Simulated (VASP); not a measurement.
# Rh (P6_3/mmc) in VASP: notebook

Runs on Rh. Level: PBEsol. Tasks: single point.

All numbers are computed with VASP 6.6.1; they aren't measurements. Logs are shortened: lines on timing, memory, paths and dates and some standing lists are left out, and cuts for length are marked.

## (1) The cell of the first run

Symmetry: P6_3/mmc, No. 194, hexagonal system. The conventional cell has a = 2.850 Å, b = 2.850 Å, c = 4.128 Å, α = 90.00°, β = 90.00°, γ = 120.00°. Within 3.5 Å of Rh (site symmetry -6m2) lie 12 Rh at 2.64 to 2.85 Å.

This isn't the form of Rh at room conditions, which is fcc.

## (2) Single point, PBEsol (biaxial strain in the a-b plane: +6.0 %, then relaxed in part)

Input file INCAR:

```
SYSTEM = Rh
  PREC = Accurate
  ENCUT = 520
  EDIFF = 1E-6
  ISMEAR = 0
  SIGMA = 0.1
  LREAL = .FALSE.
  LASPH = .TRUE.
  NELM = 80
  ALGO = Fast
  ISIF = 2
  LWAVE = .FALSE.
  LCHARG = .FALSE.
  GGA = PS
  NBANDS = 22
```

Input file KPOINTS:

```
regular mesh
0
G
  24 24 12
  0 0 0
```

Input file POSCAR:

```
Rh
1.0
    2.8500602498      0.0000000000      0.0000000000
   -1.4250301249      2.4682245786      0.0000000000
    0.0000000000      0.0000000000      4.1279058428
Rh
2
Direct
    0.6666666667      0.3333333333      0.7500000000
    0.3333333333      0.6666666667      0.2500000000
```

Potentials or basis: VASP PAW PBE potentials, release 64 (Rh_pv).

Run with:

```sh
> cat potpaw_PBE.64/Rh_pv/POTCAR > POTCAR
> mpirun -np 1 vasp_std > vasp.out
```

OUTCAR:

```text
SYSTEM = Rh
   PREC = Accurate
   ENCUT = 520
   EDIFF = 1E-6
   ISMEAR = 0
   LREAL = .FALSE.
   LASPH = .TRUE.
   NELM = 80
   ISIF = 2
   GGA = PS

 ion  position               nearest neighbor table
   1  0.667  0.333  0.750-   2 2.64   2 2.64   2 2.64   2 2.64   2 2.64   2 2.64
   2  0.333  0.667  0.250-   1 2.64   1 2.64   1 2.64   1 2.64   1 2.64   1 2.64

  LATTYP: Found a hexagonal cell.
 ALAT       =     2.8500602498
 C/A-ratio  =     1.4483573963

  Lattice vectors:

 A1 = (   2.8500602498,   0.0000000000,   0.0000000000)
 A2 = (  -1.4250301249,   2.4682245786,   0.0000000000)
 A3 = (   0.0000000000,   0.0000000000,   4.1279058428)

Analysis of symmetry for initial positions (statically):
=====================================================================
 Subroutine PRICEL returns:
 Original cell was already a primitive cell.

 Routine SETGRP: Setting up the symmetry group for a
 hexagonal supercell.

 Subroutine GETGRP returns: Found 24 space group operations
 (whereof 12 operations were pure point group operations)
 out of a pool of 24 trial point group operations.

The static configuration has the point symmetry D_3d.
 The point group associated with its full space group is D_6h.

Analysis of symmetry for dynamics (positions and initial velocities):
=====================================================================
 Subroutine PRICEL returns:
 Original cell was already a primitive cell.

 Routine SETGRP: Setting up the symmetry group for a
 hexagonal supercell.

 Subroutine GETGRP returns: Found 24 space group operations
 (whereof 12 operations were pure point group operations)
 out of a pool of 24 trial point group operations.

The dynamic configuration has the point symmetry D_3d.
 The point group associated with its full space group is D_6h.

 Subroutine INISYM returns: Found 24 space group operations
 (whereof 12 operations are pure point group operations),
 and found     1 'primitive' translations

----------------------------------------------------------------------------------------

                                     Primitive cell

  volume of cell :      29.0381

  direct lattice vectors                    reciprocal lattice vectors
     2.850060250  0.000000000  0.000000000     0.350869775  0.202574759  0.000000000
    -1.425030125  2.468224579  0.000000000     0.000000000  0.405149519  0.000000000
     0.000000000  0.000000000  4.127905843     0.000000000  0.000000000  0.242253588

  length of vectors
     2.850060250  2.850060250  4.127905843     0.405149519  0.405149519  0.242253588

  position of ions in fractional coordinates (direct lattice)
     0.666666667  0.333333333  0.750000000
     0.333333333  0.666666667  0.250000000

  ion indices of the primitive-cell ions
   primitive index   ion index
                 1           1
                 2           2

----------------------------------------------------------------------------------------

 KPOINTS: regular mesh

Automatic generation of k-mesh.
 Grid dimensions read from file:
 generate k-points for:   24   24   12

 Generating k-lattice:

  Cartesian coordinates                     Fractional coordinates (reciprocal lattice)
     0.014619574  0.008440615  0.000000000     0.041666667  0.000000000  0.000000000
     0.000000000  0.016881230  0.000000000     0.000000000  0.041666667  0.000000000
     0.000000000  0.000000000  0.020187799     0.000000000  0.000000000  0.083333333

  Length of vectors
     0.016881230  0.016881230  0.020187799

  Shift w.r.t. Gamma in fractional coordinates (k-lattice)
     0.000000000  0.000000000  0.000000000

 Subroutine IBZKPT returns following result:
 ===========================================

 Found    427 irreducible k-points:

 Following reciprocal coordinates:
            Coordinates               Weight
  0.000000  0.000000  0.000000      1.000000
  0.041667  0.000000  0.000000      6.000000
  0.083333 -0.000000  0.000000      6.000000
  0.125000  0.000000  0.000000      6.000000
  0.166667  0.000000  0.000000      6.000000
  0.208333  0.000000  0.000000      6.000000
[... 16 lines left out ...]
  0.416667  0.041667  0.000000     12.000000
  0.458333  0.041667  0.000000     12.000000
 [... further k-points ...]
   k-points           NKPTS =    427   k-points in BZ     NKDIM =    427   number of bands    NBANDS=     22
   number of dos      NEDOS =    301   number of ions     NIONS =      2
   total plane-waves  NPLWV =  18432
   dimension x,y,z NGX =    24 NGY =   24 NGZ =   32
   dimension x,y,z NGXF=    48 NGYF=   48 NGZF=   64
   ions per type =               2
   NGX,Y,Z   is equivalent  to a cutoff of  14.00, 14.00, 12.89 a.u.
   NGXF,Y,Z  is equivalent  to a cutoff of  28.00, 28.00, 25.78 a.u.
 SYSTEM =  Rh
   PREC   = accura    normal or accurate (medium, high low for compatibility)
   ISTART =      0    job   : 0-new  1-cont  2-samecut
   ICHARG =      2    charge: 1-file 2-atom 10-const
   ISPIN  =      1    spin polarized calculation?
   LNONCOLLINEAR =      F non collinear calculations
   LSORBIT =      F    spin-orbit coupling
   LASPH  =      T    aspherical Exc in radial PAW
   ENCUT  =  520.0 eV  38.22 Ry    6.18 a.u.   5.30  5.30  7.68*2*pi/ulx,y,z
   NELM   =     80;   NELMIN=  2; NELMDL= -5     # of ELM steps
   EDIFF  = 0.1E-05   stopping-criterion for ELM
   LREAL  =      F    real-space projection
   EDIFFG = 0.1E-04   stopping-criterion for IOM
   NSW    =      0    number of steps for IOM
   IBRION =     -1    ionic relax: 0-MD 1-quasi-New 2-CG
   NFREE  =      0    steps in history (QN), initial steepest desc. (CG)
   ISIF   =      2    stress and relaxation
   ISYM   =      2    0-nonsym 1-usesym 2-fastsym
   POTIM  = 0.5000    time-step for ionic-motion
   TEBEG  =    0.0;   TEEND  =   0.0 temperature during run
   PSTRESS=    0.0 pullay stress
   NELECT =      30.0000    total number of electrons
   NUPDOWN=      -1.0000    fix difference up-down
   EMIN   =  10.00;   EMAX   =-10.00  energy-range for DOS
   EFERMI =   0.00;   METHOD = LEGACY
   ISMEAR =     0;   SIGMA  =   0.10  broadening in eV -4-tet -1-fermi 0-gaus
   EFERMI_NEDOS =   21; number of points for ismear=-14 and -15
   IALGO  =     68    algorithm
   IMIX   =      4    mixing-type and parameters
     AMIX     =   0.40;   BMIX     =  1.00
     AMIX_MAG =   1.60;   BMIX_MAG =  1.00
  volume/ion in A,a.u.               =      14.52        97.98
  Fermi-wavevector in a.u.,A,eV,Ry     =   1.654979  3.127456 37.265740  2.738955
  Thomas-Fermi vector in A             =   2.743153
   LORBIT       =      0    0 simple, 1 ext, 2 COOP (PROOUT), +10 PAW based schemes
   GGA     = PS    functional components
   LHFCALC =     F    Hartree Fock is set to
   AEXX    =    0.0000 exact exchange contribution
   IVDW    =     0    specifies the selected vdW correction
   LEPSILON=     F    determine dielectric tensor
   LRPA    =     F    only Hartree local field effects (RPA)
 non-spin polarized calculation
 RMM-DIIS sequential band-by-band and
 Gauss-broadening in eV      SIGMA  =   0.10
  energy-cutoff  :      520.00
  volume of cell :       29.04
 maximum number of plane-waves:       799
 NGX is ok and might be reduce to    24
   NGX = 11   NGY = 11   NGZ = 15

 number of electron      30.0000005 magnetization

 Free energy of the ion-electron system (eV)
  ---------------------------------------------------
  ext. energy  EPLUGINS =         0.00000000
  ---------------------------------------------------
  free energy    TOTEN  =       -15.95843061 eV

  energy without entropy =      -15.93792344  energy(sigma->0) =      -15.94817703

 E-fermi :  10.8934     XC(G=0): -13.8548

 val. band max:       10.8932508263   @ k =   0.2500   0.0000   0.4167
 cond. band min:      10.8939493953   @ k =   0.4167   0.0000   0.4167
 fundamental gap:      0.0006985689
 Fermi energy:        10.8933900228

 k-point     1 :       0.0000    0.0000    0.0000
  band No.  band energies     occupation
      1     -36.2271      2.00000
      2     -35.5786      2.00000
      3     -35.5786      2.00000
      4     -35.4370      2.00000
      5     -35.4187      2.00000
      6     -35.4187      2.00000
[... 14 lines left out ...]
     21      29.6357      0.00000
     22      30.4202      0.00000

 k-point     2 :       0.0417    0.0000    0.0000
  band No.  band energies     occupation
      1     -36.2235      2.00000
      2     -35.5836      2.00000
      3     -35.5808      2.00000
      4     -35.4394      2.00000
      5     -35.4243      2.00000
      6     -35.4190      2.00000
[... 14 lines left out ...]
     21      29.5834      0.00000
     22      30.4634      0.00000

 k-point     3 :       0.0833   -0.0000    0.0000
  band No.  band energies     occupation
      1     -36.2128      2.00000
      2     -35.5984      2.00000
      3     -35.5873      2.00000
      4     -35.4467      2.00000
      5     -35.4408      2.00000
      6     -35.4201      2.00000
[... 14 lines left out ...]
     21      29.1548      0.00000
     22      30.0945      0.00000

 k-point     4 :       0.1250    0.0000    0.0000
  band No.  band energies     occupation
      1     -36.1954      2.00000
      2     -35.6220      2.00000
      3     -35.5973      2.00000
      4     -35.4669      2.00000
      5     -35.4587      2.00000
      6     -35.4221      2.00000
[... 14 lines left out ...]
     21      28.4629      0.00000
     22      29.0212      0.00000

 k-point     5 :       0.1667    0.0000    0.0000
  band No.  band energies     occupation
      1     -36.1717      2.00000
      2     -35.6529      2.00000
      3     -35.6102      2.00000
      4     -35.5005      2.00000
      5     -35.4752      2.00000
      6     -35.4249      2.00000
[... 417 lines left out ...]
 k-point    22 :       0.3750    0.0417    0.0000
  band No.  band energies     occupation
      1     -35.9756      2.00000
      2     -35.8486      2.00000
      3     -35.7073      2.00000
      4     -35.6806      2.00000
      5     -35.6262      2.00000
      6     -35.4505      2.00000
[... 14 lines left out ...]
     21      22.8087      0.00000
     22      26.1156      0.00000

 k-point    23 :       0.4167    0.0417    0.0000
  band No.  band energies     occupation
      1     -35.9453      2.00000
      2     -35.8687      2.00000
      3     -35.7216      2.00000
      4     -35.6925      2.00000
      5     -35.6520      2.00000
      6     -35.4532      2.00000
[... 14 lines left out ...]
     21      22.3439      0.00000
     22      25.6811      0.00000

 k-point    24 :       0.4583    0.0417    0.0000
  band No.  band energies     occupation
      1     -35.9273      2.00000
      2     -35.8792      2.00000
      3     -35.7296      2.00000
      4     -35.6978      2.00000
      5     -35.6677      2.00000
      6     -35.4546      2.00000
[... 14 lines left out ...]
     21      22.2038      0.00000
     22      25.3686      0.00000

 [... further k-points ...]

------------------------ aborting loop because EDIFF is reached ----------------------------------------

  FORCE on cell =-STRESS in cart. coord.  units (eV):
  Direction    XX          YY          ZZ          XY          YZ          ZX
  --------------------------------------------------------------------------------------
  -------------------------------------------------------------------------------------
  Total       -3.7051810     -3.7051810     -0.0211662      0.0000000     -0.0000000      0.0000000
  in kB     -204.4332406   -204.4332406     -1.1678450      0.0000000     -0.0000000      0.0000000
  external PRESSURE =    -136.6781087 kB  Pullay stress =       0.0000000 kB

 VOLUME and BASIS-vectors are now :
 -----------------------------------------------------------------------------
  energy-cutoff  :      520.00
  volume of cell :       29.04
      direct lattice vectors                 reciprocal lattice vectors
     2.850060250  0.000000000  0.000000000     0.350869775  0.202574759  0.000000000
    -1.425030125  2.468224579  0.000000000     0.000000000  0.405149519  0.000000000
     0.000000000  0.000000000  4.127905843     0.000000000  0.000000000  0.242253588

 POSITION                                       TOTAL-FORCE (eV/Angst)
 -----------------------------------------------------------------------------------
      1.42503      0.82274      3.09593        -0.000000     -0.000000      0.000000
     -0.00000      1.64548      1.03198         0.000000      0.000000      0.000000
 -----------------------------------------------------------------------------------
    total drift:                               -0.000000      0.000000     -0.000000

  FREE ENERGIE OF THE ION-ELECTRON SYSTEM (eV)
  ---------------------------------------------------
  free  energy   TOTEN  =       -15.9584306088 eV

  energy  without entropy=      -15.9379234449  energy(sigma->0) =      -15.94817703
```

Wall time 86 s (1 thread of AMD EPYC 9R45 (Zen 5), shared host); peak memory 0.28 GiB.

Results:

| Quantity | Value |
| --- | --- |
| Free energy | -15.9584 eV |
| Pressure | -13.7 GPa |
| Band gap on the k mesh | zero (bands 15 and 16 overlap by 1.79 eV) |

Levels at points of the mesh, in eV from the Fermi level:
```csv
k point,band 12,band 13,band 14,band 15,band 16,band 17,band 18,band 19
"(0.00, 0.00, 0.00)",-2.47,-2.18,-2.18,-2.07,0.12,0.12,1.89,9.64
"(0.50, 0.00, 0.00)",-2.07,-1.59,-0.12,0.38,0.91,2.51,4.36,10.36
"(0.00, 0.00, 0.50)",-3.26,-2.56,-2.56,-0.30,-0.30,-0.30,-0.30,14.83
"(0.50, 0.00, 0.50)",-1.92,-0.39,-0.39,0.21,0.21,2.42,2.42,8.57
```

Caveat: the cell differs from its parent crystal (biaxial strain in the a-b plane: +6.0 %, then relaxed in part); the cell stands under tension; the PAW data sets were made with another functional, which shifts forces and pressure a little.

(Continued in part 2 of 3.)
